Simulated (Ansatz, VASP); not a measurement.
# TiB2 in VASP and in Ansatz

```
CELL_PARAMETERS angstrom
2.96736 0.00000 0.00000
-1.48368 2.56981 0.00000
0.00000 0.00000 3.16250
ATOMIC_POSITIONS crystal
Ti 0.00000 0.00000 0.00000
B 0.33333 0.66667 0.50000
B 0.66667 0.33333 0.50000
```

Change from the starting cell: volume scaled by 0.94.

Alike in both runs: task single point; functional PBEsol; k mesh 15 × 15 × 13; occupations fermi-dirac, width 0.08 eV; no spin polarisation.

|  | VASP | Ansatz |
| --- | --- | --- |
| version | VASP 6.6.1 | Ansatz 0.2.0 |
| potentials or method | VASP PAW PBE potentials, release 64 (Ti_sv, B), cutoff 520 eV | all-electron LAPW, scalar-relativistic |

|  | VASP | Ansatz | Ansatz less VASP |
| --- | --- | --- | --- |
| pressure (GPa) | 12.5 | 12.1 | -0.42 |
| traceless stress, the component that is largest in VASP (GPa) | -4.58 | -4.44 | +0.139 |

VASP's potentials were made for PBE, not for PBEsol. Ansatz ran all-electron here, and VASP with PAW potentials.
